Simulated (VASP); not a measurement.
CdTe4: single point with PBE

The system is CdTe4.

```
CELL_PARAMETERS angstrom
5.55600 0.00000 0.00000
0.00000 5.55600 0.00000
0.00000 0.00000 5.55600
ATOMIC_POSITIONS crystal
Cd 0.00000 0.00000 0.00000
Te 0.50000 0.00000 0.00000
Te 0.00000 0.50000 0.00000
Te 0.00000 0.00000 0.50000
Te 0.50000 0.50000 0.50000
```

The cell was built from a structure type or drawn by symmetry, and may not be a known phase.

```json
{
 "Program": "VASP 6.6.1",
 "Task": "single point",
 "Functional": "PBE",
 "Potentials or basis": "VASP PAW PBE potentials, release 64 (Cd, Te)",
 "Cutoff": "520 eV",
 "k mesh": "8 × 8 × 8",
 "Occupations": "gaussian, width 0.1 eV",
 "Spin": "no spin polarisation",
 "Dipole correction": "no",
 "Further INCAR settings": "ALGO = Normal; EDIFF = 1e-06; NBANDS = 26"
}
```

```
Pressure               : 0.1 GPa
Band gap on the k mesh : zero (bands 18 and 19 overlap by 1.20 eV)
```

Levels at points of the mesh, in eV from the Fermi level:
```
           k point  band 15  band 16  band 17  band 18  band 19  band 20  band 21  band 22
(0.00, 0.00, 0.00)    -1.31    -0.61    -0.61    -0.61    -0.17     1.12     1.12     1.12
(0.50, 0.00, 0.00)    -1.41    -1.10    -1.08    -0.32    -0.32     0.29     0.29     3.81
(0.50, 0.50, 0.00)    -1.17    -1.17    -1.14     0.53     0.53     0.68     0.73     4.87
(0.50, 0.50, 0.50)     0.72     0.72     0.75     0.75     0.75     0.77     0.77     4.16
```

Wall time 2.1 min on 1 thread of Intel(R) Xeon(R) Platinum 8259CL CPU @ 2.50GHz (Skylake/Cascade Lake), on a shared host, peak memory 0.34 GiB.

Caveat: spin-orbit coupling is left out, which moves the levels of the heavy elements.
